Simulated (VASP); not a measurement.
The system is NaCl.

```xyz
4
Lattice="4.2904 0.0000 0.0000 -2.1452 3.7156 0.0000 0.0000 0.0000 5.3627" Properties=species:S:1:pos:R:3 pbc="T T T"
Na    0.0000    2.4771    1.3407
Na    2.1452    1.2385    4.0220
Cl    2.1452    1.2385    1.3407
Cl    0.0000    2.4771    4.0220
```

```yaml
Program: VASP 6.6.1
Task: relaxation of cell and atoms
Functional: PBEsol
Potentials_or_basis: VASP PAW PBE potentials, release 64 (Na_pv, Cl)
Cutoff: 600 eV
k_mesh: 6 × 6 × 4
Occupations: fermi-dirac, width 0.03 eV
Spin: no spin polarisation
```

At the start: pressure 8.0 GPa; volume 21.37 Å³/atom.

Problem. How do energy, volume and symmetry change on relaxing?

Solution. Over 7 steps the energy falls by 119.1 meV/atom and the volume is 26.85 Å³/atom (+25.6 %); space group P6_3/mmc (No. 194, to 0.05 Å).

The path:
```csv
step,energy change (eV),largest force (eV/Å),pressure (GPa),volume (Å³)
1,0.0000,0.0000,8.02,85.49
2,-0.4237,0.0000,1.92,99.40
3,-0.4697,0.0000,0.44,105.25
4,-0.4738,0.0000,-0.02,107.53
5,-0.4738,0.0000,-0.11,108.00
6,-0.4753,0.0000,-0.07,107.82
7,-0.4765,0.0000,0.03,107.41
```

Final structure:
```
Na Cl
1.0
     4.72220    0.00000    0.00000
    -2.36110    4.08955    0.00000
     0.00000    0.00000    5.56218
Na Cl
2 2
Direct
  0.33333 0.66667 0.25000
  0.66667 0.33333 0.75000
  0.66667 0.33333 0.25000
  0.33333 0.66667 0.75000
```

Caveat: the volume moved by over 15 % at a fixed basis, so the end points are rough; the PAW data sets were made with another functional, which shifts forces and pressure a little.
